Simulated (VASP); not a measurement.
# Ag (P6/mmm) in VASP: further runs

Runs on Ag. Level: r2SCAN. Tasks: single point, relaxation of cell and atoms.

All numbers are computed with VASP 6.6.1; they aren't measurements. Logs are shortened: lines on timing, memory, paths and dates and some standing lists are left out, and cuts for length are marked.

### 1 The cell of the first run

It takes space group P6/mmm (No. 191, hexagonal). The conventional cell has a = 4.716 Å, b = 4.716 Å, c = 2.753 Å, α = 90.00°, β = 90.00°, γ = 120.00°. Ag (site symmetry 6/mmm) has 14 Ag at 2.75 to 3.05 Å within 3.6 Å. Ag (site symmetry -6m2) has 11 Ag at 2.72 to 3.05 Å within 3.6 Å.

### 2 Single point, r2SCAN

File POSCAR:

```
Ag
1.0
    4.7157981925      0.0000000000      0.0000000000
   -2.3578990962      4.0840010338      0.0000000000
    0.0000000000      0.0000000000      2.7527942899
Ag
3
Direct
    0.0000000000      0.0000000000      0.0000000000
    0.3333333333      0.6666666667      0.5000000000
    0.6666666667      0.3333333333      0.5000000000
```

File INCAR.step1:

```
ALGO = Normal
EDIFF = 1E-4
ENCUT = 520
GGA = PE
ISMEAR = 0
LASPH = T
LCHARG = F
LREAL = F
LWAVE = T
NBANDS = 24
NELM = 60
PREC = Accurate
SIGMA = 0.1
```

File INCAR.step2:

```
ALGO = Normal
EDIFF = 1E-7
ENCUT = 520
ISIF = 2
ISMEAR = 0
ISTART = 1
LASPH = T
LCHARG = F
LMIXTAU = T
LREAL = F
LWAVE = F
METAGGA = R2SCAN
NBANDS = 24
NELM = 60
PREC = Accurate
SIGMA = 0.1
```

File KPOINTS:

```
k-points
0
Gamma
  6 6 6
```

Potentials or basis: VASP PAW PBE potentials, release 64 (Ag).

Run with:

```bash
> cat potpaw_PBE.64/Ag/POTCAR > POTCAR
> cp INCAR.step1 INCAR
> mpirun -np 1 vasp_std > vasp.out
> cp INCAR.step2 INCAR
> mpirun -np 1 vasp_std > vasp.out
```

OUTCAR:

```text
EDIFF = 1E-7
   ENCUT = 520
   ISIF = 2
   ISMEAR = 0
   ISTART = 1
   LASPH = T
   LREAL = F
   METAGGA = R2SCAN
   NELM = 60
   PREC = Accurate

 ion  position               nearest neighbor table
   1  0.000  0.000  0.000-   2 3.05   3 3.05   2 3.05   3 3.05   2 3.05   2 3.05   3 3.05   3 3.05
                             3 3.05   3 3.05   2 3.05   2 3.05
   2  0.333  0.667  0.500-   3 2.72   3 2.72   3 2.72   1 3.05   1 3.05   1 3.05   1 3.05   1 3.05
                             1 3.05
   3  0.667  0.333  0.500-   2 2.72   2 2.72   2 2.72   1 3.05   1 3.05   1 3.05   1 3.05   1 3.05
                             1 3.05

  LATTYP: Found a hexagonal cell.
 ALAT       =     4.7157981925
 C/A-ratio  =     0.5837387813

  Lattice vectors:

 A1 = (   4.7157981925,   0.0000000000,   0.0000000000)
 A2 = (  -2.3578990962,   4.0840010338,   0.0000000000)
 A3 = (   0.0000000000,   0.0000000000,   2.7527942899)

Analysis of symmetry for initial positions (statically):
=====================================================================
 Subroutine PRICEL returns:
 Original cell was already a primitive cell.

 Routine SETGRP: Setting up the symmetry group for a
 hexagonal supercell.

 Subroutine GETGRP returns: Found 24 space group operations
 (whereof 24 operations were pure point group operations)
 out of a pool of 24 trial point group operations.

The static configuration has the point symmetry D_6h.

Analysis of symmetry for dynamics (positions and initial velocities):
=====================================================================
 Subroutine PRICEL returns:
 Original cell was already a primitive cell.

 Routine SETGRP: Setting up the symmetry group for a
 hexagonal supercell.

 Subroutine GETGRP returns: Found 24 space group operations
 (whereof 24 operations were pure point group operations)
 out of a pool of 24 trial point group operations.

The dynamic configuration has the point symmetry D_6h.

 Subroutine INISYM returns: Found 24 space group operations
 (whereof 24 operations are pure point group operations),
 and found     1 'primitive' translations

----------------------------------------------------------------------------------------

                                     Primitive cell

  volume of cell :      53.0170

  direct lattice vectors                    reciprocal lattice vectors
     4.715798193  0.000000000  0.000000000     0.212053179  0.122428960  0.000000000
    -2.357899096  4.084001034  0.000000000     0.000000000  0.244857920  0.000000000
     0.000000000  0.000000000  2.752794290     0.000000000  0.000000000  0.363267246

  length of vectors
     4.715798193  4.715798192  2.752794290     0.244857920  0.244857920  0.363267246

  position of ions in fractional coordinates (direct lattice)
     0.000000000  0.000000000  0.000000000
     0.333333333  0.666666667  0.500000000
     0.666666667  0.333333333  0.500000000

  ion indices of the primitive-cell ions
   primitive index   ion index
                 1           1
                 2           2
                 3           3

----------------------------------------------------------------------------------------

 KPOINTS: k-points

Automatic generation of k-mesh.
 Grid dimensions read from file:
 generate k-points for:    6    6    6

 Generating k-lattice:

  Cartesian coordinates                     Fractional coordinates (reciprocal lattice)
     0.035342197  0.020404827  0.000000000     0.166666667  0.000000000  0.000000000
     0.000000000  0.040809653  0.000000000     0.000000000  0.166666667  0.000000000
     0.000000000  0.000000000  0.060544541     0.000000000  0.000000000  0.166666667

  Length of vectors
     0.040809653  0.040809653  0.060544541

  Shift w.r.t. Gamma in fractional coordinates (k-lattice)
     0.000000000  0.000000000  0.000000000

 Subroutine IBZKPT returns following result:
 ===========================================

 Found     28 irreducible k-points:

 Following reciprocal coordinates:
            Coordinates               Weight
  0.000000  0.000000  0.000000      1.000000
  0.166667  0.000000  0.000000      6.000000
  0.333333  0.000000  0.000000      6.000000
  0.500000  0.000000  0.000000      3.000000
  0.166667  0.166667  0.000000      6.000000
  0.333333  0.166667  0.000000     12.000000
[... 16 lines left out ...]
  0.166667  0.000000  0.500000      6.000000
  0.333333  0.000000  0.500000      6.000000
 [... further k-points ...]
   k-points           NKPTS =     28   k-points in BZ     NKDIM =     28   number of bands    NBANDS=     24
   number of dos      NEDOS =    301   number of ions     NIONS =      3
   total plane-waves  NPLWV =  25920
   dimension x,y,z NGX =    36 NGY =   36 NGZ =   20
   dimension x,y,z NGXF=    72 NGYF=   72 NGZF=   40
   ions per type =               3
   NGX,Y,Z   is equivalent  to a cutoff of  12.69, 12.69, 12.08 a.u.
   NGXF,Y,Z  is equivalent  to a cutoff of  25.38, 25.38, 24.16 a.u.
 SYSTEM =  unknown system
   PREC   = accura    normal or accurate (medium, high low for compatibility)
   ISTART =      1    job   : 0-new  1-cont  2-samecut
   ICHARG =      0    charge: 1-file 2-atom 10-const
   ISPIN  =      1    spin polarized calculation?
   LNONCOLLINEAR =      F non collinear calculations
   LSORBIT =      F    spin-orbit coupling
   LASPH  =      T    aspherical Exc in radial PAW
   ENCUT  =  520.0 eV  38.22 Ry    6.18 a.u.   8.77  8.77  5.12*2*pi/ulx,y,z
   NELM   =     60;   NELMIN=  2; NELMDL=  0     # of ELM steps
   EDIFF  = 0.1E-06   stopping-criterion for ELM
   LREAL  =      F    real-space projection
   EDIFFG = 0.1E-05   stopping-criterion for IOM
   NSW    =      0    number of steps for IOM
   IBRION =     -1    ionic relax: 0-MD 1-quasi-New 2-CG
   NFREE  =      0    steps in history (QN), initial steepest desc. (CG)
   ISIF   =      2    stress and relaxation
   ISYM   =      2    0-nonsym 1-usesym 2-fastsym
   POTIM  = 0.5000    time-step for ionic-motion
   TEBEG  =    0.0;   TEEND  =   0.0 temperature during run
   PSTRESS=    0.0 pullay stress
   NELECT =      33.0000    total number of electrons
   NUPDOWN=      -1.0000    fix difference up-down
   EMIN   =  10.00;   EMAX   =-10.00  energy-range for DOS
   EFERMI =   0.00;   METHOD = LEGACY
   ISMEAR =     0;   SIGMA  =   0.10  broadening in eV -4-tet -1-fermi 0-gaus
   EFERMI_NEDOS =   21; number of points for ismear=-14 and -15
   IALGO  =     38    algorithm
   IMIX   =      4    mixing-type and parameters
     AMIX     =   0.40;   BMIX     =  1.00
     AMIX_MAG =   1.60;   BMIX_MAG =  1.00
  volume/ion in A,a.u.               =      17.67       119.26
  Fermi-wavevector in a.u.,A,eV,Ry     =   1.397788  2.641436 26.583204  1.953810
  Thomas-Fermi vector in A             =   2.521010
   LORBIT       =      0    0 simple, 1 ext, 2 COOP (PROOUT), +10 PAW based schemes
   METAGGA = R2SCAN    functional components
   LHFCALC =     F    Hartree Fock is set to
   AEXX    =    0.0000 exact exchange contribution
   IVDW    =     0    specifies the selected vdW correction
   LEPSILON=     F    determine dielectric tensor
   LRPA    =     F    only Hartree local field effects (RPA)
 non-spin polarized calculation
 Gauss-broadening in eV      SIGMA  =   0.10
  energy-cutoff  :      520.00
  volume of cell :       53.02
 maximum number of plane-waves:      1474
 NGX is ok and might be reduce to    36

 number of electron      32.9999993 magnetization

 Free energy of the ion-electron system (eV)
  ---------------------------------------------------
  ext. energy  EPLUGINS =         0.00000000
  ---------------------------------------------------
  free energy    TOTEN  =       -63.79809907 eV

  energy without entropy =      -63.78780406  energy(sigma->0) =      -63.79295156

 E-fermi :   8.0477     XC(G=0): -12.7110

 val. band max:        8.0231519074   @ k =   0.3333   0.3333   0.3333
 cond. band min:       8.1153158169   @ k =   0.3333   0.1667   0.3333
 fundamental gap:      0.0921639095
 Fermi energy:         8.0477182683

 k-point     1 :       0.0000    0.0000    0.0000
  band No.  band energies     occupation
      1       0.2632      2.00000
      2       1.3395      2.00000
      3       2.3030      2.00000
      4       2.5014      2.00000
      5       2.7631      2.00000
      6       2.7631      2.00000
[... 16 lines left out ...]
     23      21.2210      0.00000
     24      25.8672      0.00000

 k-point     2 :       0.1667    0.0000    0.0000
  band No.  band energies     occupation
      1       0.5547      2.00000
      2       1.4100      2.00000
      3       2.1453      2.00000
      4       2.2545      2.00000
      5       2.4383      2.00000
      6       2.5139      2.00000
[... 16 lines left out ...]
     23      21.7011      0.00000
     24      25.0655      0.00000

 k-point     3 :       0.3333    0.0000    0.0000
  band No.  band energies     occupation
      1       1.2771      2.00000
      2       1.5184      2.00000
      3       1.7639      2.00000
      4       2.0948      2.00000
      5       2.3008      2.00000
      6       2.4177      2.00000
[... 16 lines left out ...]
     23      22.8369      0.00000
     24      23.0494      0.00000

 k-point     4 :       0.5000    0.0000    0.0000
  band No.  band energies     occupation
      1       1.3609      2.00000
      2       1.7921      2.00000
      3       1.8362      2.00000
      4       2.0270      2.00000
      5       2.2914      2.00000
      6       2.4623      2.00000
[... 16 lines left out ...]
     23      20.2207      0.00000
     24      21.5226      0.00000

 k-point     5 :       0.1667    0.1667    0.0000
  band No.  band energies     occupation
      1       1.0571      2.00000
      2       1.5168      2.00000
      3       1.9239      2.00000
      4       1.9824      2.00000
      5       2.2166      2.00000
      6       2.4909      2.00000
[... 16 lines left out ...]
     23      22.6109      0.00000
     24      22.8502      0.00000

 k-point     6 :       0.3333    0.1667    0.0000
  band No.  band energies     occupation
      1       1.3722      2.00000
      2       1.6633      2.00000
      3       1.7933      2.00000
      4       2.0132      2.00000
      5       2.1230      2.00000
      6       2.3745      2.00000
[... 16 lines left out ...]
     23      21.2490      0.00000
     24      23.3591      0.00000
[... 379 lines left out ...]
 k-point    21 :       0.3333    0.3333    0.3333
  band No.  band energies     occupation
      1       1.7045      2.00000
      2       2.0873      2.00000
      3       2.3683      2.00000
      4       2.3683      2.00000
      5       2.6835      2.00000
      6       2.6835      2.00000
[... 16 lines left out ...]
     23      18.4641      0.00000
     24      18.4641      0.00000

 k-point    22 :       0.0000    0.0000    0.5000
  band No.  band energies     occupation
      1       1.5568      2.00000
      2       1.5568      2.00000
      3       1.8663      2.00000
      4       1.8663      2.00000
      5       2.4300      2.00000
      6       3.1886      2.00000
[... 16 lines left out ...]
     23      16.8420      0.00000
     24      18.5510      0.00000

 k-point    23 :       0.1667    0.0000    0.5000
  band No.  band energies     occupation
      1       1.6142      2.00000
      2       1.6543      2.00000
      3       1.6722      2.00000
      4       1.9034      2.00000
      5       2.7107      2.00000
      6       2.8017      2.00000
[... 16 lines left out ...]
     23      16.8183      0.00000
     24      20.1396      0.00000

 k-point    24 :       0.3333    0.0000    0.5000
  band No.  band energies     occupation
      1       1.6383      2.00000
      2       1.7510      2.00000
      3       1.7542      2.00000
      4       1.9706      2.00000
      5       2.5598      2.00000
      6       2.7040      2.00000
[... 16 lines left out ...]
     23      16.7721      0.00000
     24      21.9689      0.00000

 [... further k-points ...]
[... 5 lines left out ...]
  --------------------------------------------------------------------------------------
  -------------------------------------------------------------------------------------
  Total        0.1012471      0.1012471     -0.0623433      0.0000000     -0.0000000      0.0000000
  in kB        3.0596973      3.0596973     -1.8840197      0.0000000     -0.0000000      0.0000000
  external PRESSURE =       1.4117917 kB  Pullay stress =       0.0000000 kB

 VOLUME and BASIS-vectors are now :
 -----------------------------------------------------------------------------
  energy-cutoff  :      520.00
  volume of cell :       53.02
      direct lattice vectors                 reciprocal lattice vectors
     4.715798193  0.000000000  0.000000000     0.212053179  0.122428960  0.000000000
    -2.357899096  4.084001034  0.000000000     0.000000000  0.244857920  0.000000000
     0.000000000  0.000000000  2.752794290     0.000000000  0.000000000  0.363267246

 POSITION                                       TOTAL-FORCE (eV/Angst)
 -----------------------------------------------------------------------------------
      0.00000      0.00000      0.00000         0.000000      0.000000     -0.000000
     -0.00000      2.72267      1.37640        -0.000000      0.000000      0.000000
      2.35790      1.36133      1.37640        -0.000000     -0.000000     -0.000000
 -----------------------------------------------------------------------------------
    total drift:                                0.000000      0.000000     -0.000000

  FREE ENERGIE OF THE ION-ELECTRON SYSTEM (eV)
  ---------------------------------------------------
  free  energy   TOTEN  =       -63.7980990676 eV

  energy  without entropy=      -63.7878040614  energy(sigma->0) =      -63.79295156
```

Wall time 99 s (1 thread of Intel Xeon Platinum 8488C (Sapphire Rapids), shared host); peak memory 0.18 GiB.

What came out:

| Property | Result |
| --- | --- |
| Free energy | -63.7981 eV |
| Pressure | 0.1 GPa |

Stress tensor (GPa, compression positive):
```
 0.31  0.00  0.00
 0.00  0.31  0.00
 0.00  0.00 -0.19
```

Caveat: the k points lie up to 0.38 Å⁻¹ apart; the PAW data sets were made with another functional, which shifts forces and pressure a little.

### 3 Single point, r2SCAN

This run uses another cell than the first one, of 20.18 Å³/atom, 1.142 times its volume.

File POSCAR:

```
Ag
1.0
    4.8488709451      0.0000000000      0.0000000000
   -2.4244354725      4.1992454181      0.0000000000
    0.0000000000      0.0000000000      2.9725687098
Ag
3
Direct
    0.0000000000      0.0000000000      0.0000000000
    0.3333333333      0.6666666667      0.5000000000
    0.6666666667      0.3333333333      0.5000000000
```

File INCAR.step1:

```
SYSTEM = Ag
  PREC = Accurate
  ENCUT = 520
  ISMEAR = 0
  SIGMA = 0.1
  LREAL = .FALSE.
  LASPH = .TRUE.
  NELM = 100
  NBANDS = 24
  GGA = PE
  ALGO = Normal
  EDIFF = 1E-4
  LWAVE = .TRUE.
  LCHARG = .FALSE.
```

File INCAR.step2:

```
SYSTEM = Ag
  PREC = Accurate
  ENCUT = 520
  EDIFF = 1E-7
  ISMEAR = 0
  SIGMA = 0.1
  LREAL = .FALSE.
  LASPH = .TRUE.
  NELM = 100
  ALGO = Normal
  ISIF = 2
  LWAVE = .FALSE.
  LCHARG = .TRUE.
  METAGGA = R2SCAN
  LMIXTAU = .TRUE.
  LELF = .TRUE.
  LVHAR = .TRUE.
  NBANDS = 24
  ISTART = 1
```

File KPOINTS:

```
regular mesh
0
G
  6 6 6
  0 0 0
```

Potentials or basis: VASP PAW PBE potentials, release 64 (Ag).

Run with:

```bash
> cat potpaw_PBE.64/Ag/POTCAR > POTCAR
> cp INCAR.step1 INCAR
> mpirun -np 1 vasp_std > vasp.out
> cp INCAR.step2 INCAR
> mpirun -np 1 vasp_std > vasp.out
```

Wall time 2.2 min (1 thread of Intel Xeon Platinum 8488C (Sapphire Rapids), shared host); peak memory 0.19 GiB.

Results (log left out):

```
Free energy : -63.5428 eV
Pressure    : -8.6 GPa
```

Stress tensor (GPa, compression positive):
```
-7.87  0.00  0.00
 0.00 -7.87  0.00
 0.00  0.00 -9.90
```

Levels at points of the mesh, in eV from the Fermi level:
```
           k point  band 14  band 15  band 16  band 17  band 18  band 19
(0.00, 0.00, 0.00)    -4.12    -3.29    -3.29     4.35     4.35     4.35
(0.50, 0.00, 0.00)    -3.51    -3.21    -3.20    -2.83     0.29     3.25
(0.00, 0.00, 0.50)    -3.39    -2.97    -0.68    -0.35     6.75     7.07
(0.50, 0.00, 0.50)    -3.30    -3.09     0.59     1.07     2.57     2.85
```

Caveat: the PAW data sets were made with another functional, which shifts forces and pressure a little.

### 4 Single point, r2SCAN

This run uses another cell than the first one: it holds 1 atom, not 3.

File POSCAR:

```
Ag
1.0
    2.8288193115      0.0000000000      0.0000000000
   -1.4144096558      2.4498293865      0.0000000000
    0.0000000000      0.0000000000      2.7229333702
Ag
1
Direct
    0.0000000000      0.0000000000      0.0000000000
```

File INCAR.step1:

```
SYSTEM = Ag
ALGO = Normal
EDIFF = 1E-4
ENCUT = 520
GGA = PE
ISMEAR = 0
LASPH = .TRUE.
LCHARG = .FALSE.
LREAL = .FALSE.
LWAVE = .TRUE.
NBANDS = 12
NELM = 60
PREC = Accurate
SIGMA = 0.1
```

File INCAR.step2:

```
SYSTEM = Ag
ALGO = Normal
EDIFF = 1E-6
ENCUT = 520
ISIF = 2
ISMEAR = 0
ISTART = 1
LASPH = .TRUE.
LCHARG = .FALSE.
LMIXTAU = .TRUE.
LREAL = .FALSE.
LWAVE = .FALSE.
METAGGA = R2SCAN
NBANDS = 12
NELM = 60
PREC = Accurate
SIGMA = 0.1
```

File KPOINTS:

```
k-points
0
G
  9 9 6
  0 0 0
```

Run with:

```bash
> cat potpaw_PBE.64/Ag/POTCAR > POTCAR
> cp INCAR.step1 INCAR
> mpirun -np 1 vasp_std > vasp.out
> cp INCAR.step2 INCAR
> mpirun -np 1 vasp_std > vasp.out
```

Run time: 17 s. Hardware: 1 thread of Intel Xeon 6975P-C, shared host; peak memory 0.14 GiB.

It converged, with:

```
Free energy : -21.1858 eV
Pressure    : -0.1 GPa
```

Stress tensor (GPa, compression positive):
```
-0.14  0.00  0.00
 0.00 -0.14  0.00
 0.00  0.00  0.02
```

Levels at points of the mesh, in eV from the Fermi level:
```csv
k point,band 2,band 3,band 4,band 5,band 6,band 7,band 8,band 9
"(0.00, 0.00, 0.00)",-6.05,-4.54,-4.54,-2.84,-2.84,14.45,17.15,19.99
"(0.00, 0.00, 0.50)",-4.33,-4.33,-3.78,-3.78,-0.57,1.86,20.18,22.42
```

Caveat: the k points lie up to 0.38 Å⁻¹ apart; the PAW data sets were made with another functional, which shifts forces and pressure a little.

[end of part 1 of 2]
